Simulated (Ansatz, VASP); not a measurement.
## H in VASP and in Ansatz

```
H
1.0
     6.04589    0.00000    0.00000
     0.00000   11.59475    0.00000
     0.00000    0.00000    4.51339
H
16
Cartesian
  3.4213 8.6961 1.9459
  0.3984 8.6961 0.3108
  2.6246 2.8987 2.5675
  5.6475 2.8987 4.2026
  3.7941 8.6961 2.6075
  0.7711 8.6961 -0.3508
  2.2518 2.8987 1.9059
  5.2747 2.8987 4.8642
  2.7186 11.5418 0.2210
  5.7416 5.8504 2.0356
  3.3273 5.7444 4.2923
  0.3043 0.0530 2.4777
  3.3273 0.0530 4.2923
  0.3043 5.7444 2.4777
  2.7186 5.8504 0.2210
  5.7416 11.5418 2.0356
```

Alike in both runs: functional PBEsol; k mesh 4 × 2 × 4; occupations gaussian, width 0.1 eV; no spin polarisation.

Ansatz relaxed the structure, and its values are those at the end. VASP's run is a single point on that final structure, the one shown.

|  | VASP | Ansatz |
| --- | --- | --- |
| version | VASP 6.6.1 | Ansatz 0.2.0 |
| potentials or method | VASP PAW PBE potentials, release 64 (H), cutoff 520 eV | scalar-relativistic, plane waves, PAW |
| valence electrons in the cell | 16 | 16 |

|  | VASP | Ansatz | Ansatz less VASP |
| --- | --- | --- | --- |
| gap on the k mesh at the Fermi level (eV) | 9.31 | 9.31 | +0.001 |
| least direct gap on the mesh (eV) | 9.51 | 9.51 | +0.001 |
| pressure (GPa) | -0.2 | -0.1 | +0.11 |
| rms of the force components (eV/Å) | 0.009 | 0.011 | +0.0021 |

VASP's potentials were made for PBE, not for PBEsol.
